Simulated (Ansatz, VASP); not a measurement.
## Ti: VASP beside Ansatz

File INCAR:

```
SYSTEM = Ti
ALGO = Normal
EDIFF = 1E-6
ENCUT = 500
GGA = PE
GGA_COMPAT = .False.
ISIF = 2
ISMEAR = 1
LASPH = .True.
LCHARG = .True.
LELF = .True.
LREAL = .False.
LVHAR = .True.
LWAVE = .False.
NBANDS = 12
NELM = 120
PREC = Accurate
SIGMA = 0.02
```

The input KPOINTS:

```
k-points
0
Gamma
  10 10 10
  0 0 0
```

File POSCAR:

```
Ti
1.0
    0.0000000000      2.0163754284      2.0163754284
    2.0163754284      0.0000000000      2.0163754284
    2.0163754284      2.0163754284      0.0000000000
Ti
1
Direct
    0.0000000000      0.0000000000      0.0000000000
```

Input for Ansatz:

```yaml
crystal:
  lattice:
    - [0.0, 2.016375428409915, 2.016375428409915]
    - [2.016375428409915, 0.0, 2.016375428409915]
    - [2.016375428409915, 2.016375428409915, 0.0]
  atoms:
    - { symbol: Ti, position: [0.0, 0.0, 0.0] }
basis:
  ecutwfc: 653.073269903712
  xc_grid: 2
kpoints:
  mp_grid:
    grid: [10, 10, 10]
hamiltonian:
  xc:
    exchange: pbe
    correlation: pbe
scf:
  n_extra_bands: 12
  convergence:
    dr2_threshold: 1.0e-06
  occupations:
    method: methfessel_paxton
    width: 0.02
  eigensolver:
    kind: davidson
output:
  stress: true
```

Alike in both runs: task single point; functional PBE; k mesh 10 × 10 × 10; occupations methfessel-paxton of order 1, width 0.02 eV; no spin polarisation.

|  | VASP | Ansatz |
| --- | --- | --- |
| version | VASP 6.6.1 | Ansatz 0.2.0 |
| potentials or method | VASP PAW PBE potentials, release 64 (Ti_sv), cutoff 500 eV | plane waves, PAW |
| valence electrons in the cell | 12 | 12 |

Ansatz gave:

```
pressure (GPa) : 6.7
```

Task: What did VASP give for the same quantities?

Result: Pressure (GPa): 6.3.

The functional is the same, so the differences come from potentials, cutoffs and numerics. Ansatz's warnings: stress scf threshold loose.
